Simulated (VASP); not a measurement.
Here is a VASP 6.6.1 calculation.

File INCAR:

```
ALGO = Normal
EDIFF = 1E-7
ENCUT = 520
ISIF = 2
ISMEAR = -1
ISPIN = 2
LASPH = True
LCHARG = False
LMAXMIX = 4
LORBIT = 11
LREAL = False
LWAVE = False
MAGMOM = 1.5
NBANDS = 15
NELM = 150
PREC = Accurate
SIGMA = 0.05
```

Contents of KPOINTS:

```
k-points
0
Gamma
  20 20 20
```

Contents of POSCAR:

```
Ni
1.0
    0.0530385000      1.7944692500      1.7944692500
    1.7944692500      0.0530385000      1.7944692500
    1.7944692500      1.7944692500      0.0530385000
Ni
1
Direct
    0.0000000000      0.0000000000      0.0000000000
```

Potentials or basis: VASP PAW LDA potentials, release 64 (Ni).

The run is started by

```console
$ cat potpaw_LDA.64/Ni/POTCAR > POTCAR
$ mpirun -np 1 vasp_std > vasp.out
```

What does it give for the pressure?

-18.7 GPa.

Predict the site moments.

Ni +0.61 μB.

Stress tensor (GPa, compression positive):
```
-18.73  -3.33  -3.33
 -3.33 -18.73  -3.33
 -3.33  -3.33 -18.73
```

Caveat: the cell differs from its parent crystal (equal xy, yz and zx shear strains of +3 %); the cell stands under tension.
